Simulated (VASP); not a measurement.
A run of VASP 6.6.1 is set up as follows.

INCAR

```
SYSTEM = VCuSe2
  ALGO = Normal
  EDIFF = 1E-6
  ENCUT = 520
  ISIF = 2
  ISMEAR = 0
  ISPIN = 2
  LASPH = .TRUE.
  LCHARG = .TRUE.
  LDAU = .TRUE.
  LDAUJ = 0 0 0
  LDAUL = -1 2 -1
  LDAUPRINT = 1
  LDAUTYPE = 2
  LDAUU = 0 8 0
  LELF = .TRUE.
  LMAXMIX = 4
  LORBIT = 11
  LREAL = .FALSE.
  LVHAR = .TRUE.
  LWAVE = .FALSE.
  MAGMOM = 0 2 0 0
  NBANDS = 30
  NELM = 150
  PREC = Accurate
  SIGMA = 0.05
```

Contents of KPOINTS:

```
k-points
0
G
  6 6 6
  0 0 0
```

POSCAR

```
VCuSe2
1.0
    1.8862796500      1.0890440600      6.8479149300
   -1.8862796500      1.0890440600      6.8479149300
    0.0000000000     -2.1780881300      6.8479149300
Cu V Se
1 1 2
Direct
    0.5000000000      0.5000000000      0.5000000000
    0.0000000000      0.0000000000      0.0000000000
    0.2667000000      0.2667000000      0.2667000000
    0.7333000000      0.7333000000      0.7333000000
```

Potentials or basis: VASP PAW LDA potentials, release 64 (Cu, V_sv, Se).

The run is started by

```sh
$ cat potpaw_LDA.64/Cu/POTCAR potpaw_LDA.64/V_sv/POTCAR potpaw_LDA.64/Se/POTCAR > POTCAR
$ mpirun -np 1 vasp_std > vasp.out
```

Task: Estimate the net moment.

Result: 2.00 μB per cell.

Task: What does it give for the site moments?

Result: Cu -0.03; V +2.14; Se -0.08 μB.

Stress tensor (GPa, compression positive):
```
-2.38  0.00  0.00
 0.00 -2.38  0.00
 0.00  0.00 -6.83
```

Caveat: the cell stands under tension; a cell with one magnetic atom can't hold antiferromagnetic order, which such compounds often take. The state reached can hang on the start; a lower one may exist.
